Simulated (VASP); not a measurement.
Wanted: the native input for a VASP 6.6.1 run.

```
Task                   : relaxation of cell and atoms
Functional             : PBE
Potentials or basis    : VASP PAW PBE potentials, release 64 (Al)
Cutoff                 : 600 eV
k mesh                 : 8 × 8 × 11
Occupations            : fermi-dirac, width 0.08 eV
Spin                   : no spin polarisation
Dipole correction      : no
Further INCAR settings : ALGO = Normal; EDIFF = 1e-06; IBRION = 2; EDIFFG = -0.005; NSW = 60; ISIF = 3
```

The structure of Al lies in POSCAR:

```
Al
1.0
    4.5159990975      0.0000000000      0.0000000000
   -2.2579995487      3.9109699419      0.0000000000
    0.0000000000      0.0000000000      2.7999194404
Al
3
Direct
    0.0000000000      0.0000000000      0.0000000000
    0.3333333333      0.6666666667      0.5000000000
    0.6666666667      0.3333333333      0.5000000000
```

One way to write it, as run:

INCAR

```
PREC     = Accurate       # precision mode
ENCUT    = 600            # plane-wave cutoff, eV
EDIFF    = 1E-6           # SCF threshold, eV
ISMEAR   = -1             # smearing method
SIGMA    = 0.08           # smearing width, eV
LREAL    = False          # projectors in reciprocal space
LASPH    = True           # aspherical terms in the spheres
NELM     = 60             # most SCF steps
ALGO     = Normal         # electronic algorithm
ISIF     = 3              # what is computed and relaxed
LWAVE    = False          # write WAVECAR
LCHARG   = False          # write CHGCAR
GGA      = PE             # functional
IBRION   = 2              # ionic algorithm
NSW      = 60             # ionic steps
EDIFFG   = -0.005         # ionic threshold
```

KPOINTS

```
Automatic mesh
0
Gamma
  8 8 11
```

Potentials or basis: VASP PAW PBE potentials, release 64 (Al).

The run is started by

```bash
$ cat potpaw_PBE.64/Al/POTCAR > POTCAR
$ mpirun -np 1 vasp_std > vasp.out
```

It gave:

- Relaxed volume: 17.20 Å³/atom
- Relaxed cell: a = 4.583 Å, b = 4.583 Å, c = 2.837 Å, α = 90.00°, β = 90.00°, γ = 120.00°
- Space group after relaxing (to 0.05 Å): P6/mmm (No. 191)
- Energy gained by relaxing: 6.8 meV/atom
- Ionic steps: 3
- Pressure after relaxing: 0.0 GPa

It took 57 s on 1 thread of AMD EPYC 7R13, with other jobs on the host, peak memory 0.15 GiB.
